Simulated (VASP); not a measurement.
Write the native input for VASP 6.6.1 that does the following.

| Item | Value |
| --- | --- |
| Task | single point |
| Functional | PBEsol |
| Potentials or basis | VASP PAW PBE potentials, release 64 (Ba_sv) |
| Cutoff | 520 eV |
| k mesh | 8 × 8 × 8 |
| Occupations | fermi-dirac, width 0.1 eV |
| Spin | no spin polarisation |
| Dipole correction | no |
| Further INCAR settings | ALGO = Normal; EDIFF = 1e-06; NBANDS = 11 |

The structure of Ba lies in POSCAR:

```
Ba
1.0
   -2.5065000000      2.5065000000      2.5065000000
    2.5065000000     -2.5065000000      2.5065000000
    2.5065000000      2.5065000000     -2.5065000000
Ba
1
Direct
    0.0000000000      0.0000000000      0.0000000000
```

One way to write it, as run:

INCAR

```
PREC = Accurate ; ENCUT = 520
EDIFF = 1E-6 ; ISMEAR = -1
SIGMA = 0.1 ; LREAL = False
LASPH = True ; NELM = 100
ALGO = Normal ; ISIF = 2
LWAVE = False ; LCHARG = False
GGA = PS ; NBANDS = 11
```

KPOINTS

```
Automatic mesh
0
Gamma
  8 8 8
```

Potentials or basis: VASP PAW PBE potentials, release 64 (Ba_sv).

Run with:

```bash
$ cat potpaw_PBE.64/Ba_sv/POTCAR > POTCAR
$ mpirun -np 1 vasp_std > vasp.out
```

It gave:

```json
{
  "Pressure": "-0.6 GPa",
  "Band gap on the k mesh": "zero (bands 5 and 6 overlap by 1.06 eV)"
}
```

Caveat: the PAW data sets were made with another functional, which shifts forces and pressure a little; spin-orbit coupling is left out, which moves the levels of the heavy elements.

Wall time 28 s on 1 thread of AMD EPYC 7R13, with other jobs on the host, peak memory 0.15 GiB.
